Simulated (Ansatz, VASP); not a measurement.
## Zn in VASP and in Ansatz

File POSCAR:

```
Zn
1.0
    0.0000000000      1.9192176111      1.9192176111
    1.9192176111      0.0000000000      1.9192176111
    1.9192176111      1.9192176111      0.0000000000
Zn
1
Direct
    0.0000000000      0.0000000000      0.0000000000
```

INCAR.step1

```
SYSTEM = Zn
PREC = Accurate
ENCUT = 520
ISMEAR = 0
SIGMA = 0.1
LREAL = .FALSE.
LASPH = .TRUE.
NELM = 100
NBANDS = 12
GGA = PE
ALGO = Normal
EDIFF = 1E-4
LWAVE = .TRUE.
LCHARG = .FALSE.
```

File INCAR.step2:

```
SYSTEM = Zn
PREC = Accurate
ENCUT = 520
EDIFF = 1E-7
ISMEAR = 0
SIGMA = 0.1
LREAL = .FALSE.
LASPH = .TRUE.
NELM = 100
ALGO = Normal
ISIF = 2
LWAVE = .FALSE.
LCHARG = .FALSE.
METAGGA = R2SCAN
LMIXTAU = .TRUE.
NBANDS = 12
ISTART = 1
```

Contents of KPOINTS:

```
Automatic mesh
0
G
  18 18 18
  0 0 0
```

Input for Ansatz:

```yaml
crystal:
  lattice:
    - [0.0, 1.9192176111, 1.9192176111]
    - [1.9192176111, 0.0, 1.9192176111]
    - [1.9192176111, 1.9192176111, 0.0]
  atoms:
    - { symbol: Zn, position: [0.0, 0.0, 0.0] }
basis:
  ecutwfc: 500
kpoints:
  mp_grid: { grid: [18, 18, 18] }
  band_path:
    path:
      - [0.0, 0.0, 0.0]
      - [0.5, 0.0, 0.5]
      - [0.625, 0.25, 0.625]
      - [0.375, 0.375, 0.75]
      - [0.5, 0.5, 0.5]
      - [0.5, 0.25, 0.75]
      - [0.22222222, 0.44444444, -0.27777778]
      - [0.0, 0.0, -0.5]
    npoints: 1
hamiltonian:
  xc: r2scan
scf:
  occupations: { method: gaussian, width: 0.1 }
  n_extra_bands: 4
output:
  forces: true
  stress: true
  eigenvalues: true
```

Alike in both runs: task single point; functional r2SCAN; k mesh 18 × 18 × 18; occupations gaussian, width 0.1 eV; no spin polarisation.

```csv
,VASP,Ansatz
version,VASP 6.6.1,Ansatz 0.2.0
potentials or method,"VASP PAW PBE potentials, release 64 (Zn), cutoff 520 eV","scalar-relativistic, plane waves, PAW"
valence electrons in the cell,12,12
```

Ansatz gave:

```
gap on the k mesh at the Fermi level (eV) : none
pressure (GPa)                            : 0.9
```

What did VASP give for the same quantities?

gap on the k mesh at the Fermi level (eV): none; pressure (GPa): 1.4.

VASP's potentials were made for PBE, not for r2SCAN. A gap of «none» marks a metal or a gap that the smearing closes.
